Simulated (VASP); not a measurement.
ZnAu: single point with PBEsol+U

The system is ZnAu.

```
Zn Au
1.0
     3.12852    0.00000    0.00000
     0.00000    3.12852    0.00000
     0.00000    0.00000    3.12852
Zn Au
1 1
Direct
  0.50000 0.50000 0.50000
  0.00000 0.00000 0.00000
```

```
Program                : VASP 6.6.1
Task                   : single point
Functional             : PBEsol
Potentials or basis    : VASP PAW PBE potentials, release 64 (Zn, Au)
Cutoff                 : 520 eV
k mesh                 : 13 × 13 × 13
Occupations            : fermi-dirac, width 0.05 eV
Spin                   : no spin polarisation
Hubbard terms          : Au d U = 2.0 eV
Dipole correction      : no
Further INCAR settings : ALGO = Normal; EDIFF = 1e-06; NBANDS = 18
```

```json
{
 "Pressure": "-0.6 GPa",
 "Band gap on the k mesh": "zero (an odd number of electrons rules out a gap without spin polarisation)"
}
```

Levels at points of the mesh, in eV from the Fermi level:
| k point | band 7 | band 8 | band 9 | band 10 | band 11 | band 12 | band 13 | band 14 | band 15 | band 16 |
| --- | --- | --- | --- | --- | --- | --- | --- | --- | --- | --- |
| (0.00, 0.00, 0.00) | -5.81 | -5.81 | -4.16 | -4.16 | -4.16 | 5.06 | 5.06 | 5.06 | 9.14 | 12.14 |

Eigenvalues of the final occupation matrices:
| site | spin | trace | eigenvalues |
| --- | --- | --- | --- |
| site 2 d | 1 | 4.42 | 0.88 0.88 0.88 0.90 0.90 |
| site 2 d | 2 | 4.42 | 0.88 0.88 0.88 0.90 0.90 |

Run time: 38 s on 1 thread of Intel Xeon 8259CL, on a shared host, peak memory 0.17 GiB.

Caveat: the PAW data sets were made with another functional, which shifts forces and pressure a little; spin-orbit coupling is left out, which moves the levels of the heavy elements; U without spin polarisation on a metal has little footing; the U is typed as a test and isn't derived for this compound.
